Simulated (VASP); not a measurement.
Wanted: the native input for a VASP 6.6.1 run.

```yaml
Task: single point
Functional: PBEsol
Potentials_or_basis: VASP PAW PBE potentials, release 64 (Na_pv, Cl)
Cutoff: 520 eV
k_mesh: 8 × 8 × 8
Occupations: gaussian, width 0.01 eV
Spin: no spin polarisation
Dipole_correction: no
Further_INCAR_settings: ALGO = Normal; EDIFF = 1e-06; NBANDS = 14
```

The structure of NaCl lies in POSCAR:

```
NaCl
1.0
    2.7449334462      2.7449334462      0.0000000000
   -2.7449334462      2.7449334462      0.0000000000
    0.0000000000      2.7449334462      2.8345639261
Na Cl
1 1
Direct
    0.0000000000      0.0000000000      0.0000000000
    0.5000000000      0.5000000000      0.0000000000
```

This cell differs from its parent crystal: in-plane strain -0.02.

These files were run (other wordings do the same):

INCAR

```
PREC = Accurate
ENCUT = 520
EDIFF = 1E-6
ISMEAR = 0
SIGMA = 0.01
LREAL = False
LASPH = True
NELM = 80
ALGO = Normal
ISIF = 2
LWAVE = False
LCHARG = True
GGA = PS
LELF = True
LVHAR = True
NBANDS = 14
```

KPOINTS

```
regular mesh
0
Gamma
  8 8 8
```

Potentials or basis: VASP PAW PBE potentials, release 64 (Na_pv, Cl).

Launch:

```console
$ cat potpaw_PBE.64/Na_pv/POTCAR potpaw_PBE.64/Cl/POTCAR > POTCAR
$ mpirun -np 1 vasp_std > vasp.out
```

It gave:

```yaml
Pressure: 0.9 GPa
Band_gap_on_the_k_mesh: 5.10 eV
```

Caveat: the cell differs from its parent crystal (in-plane strain -0.02); the PAW data sets were made with another functional, which shifts forces and pressure a little.

Run time: 53 s on 1 thread of Intel Xeon 8259CL, on a shared host, peak memory 0.18 GiB.
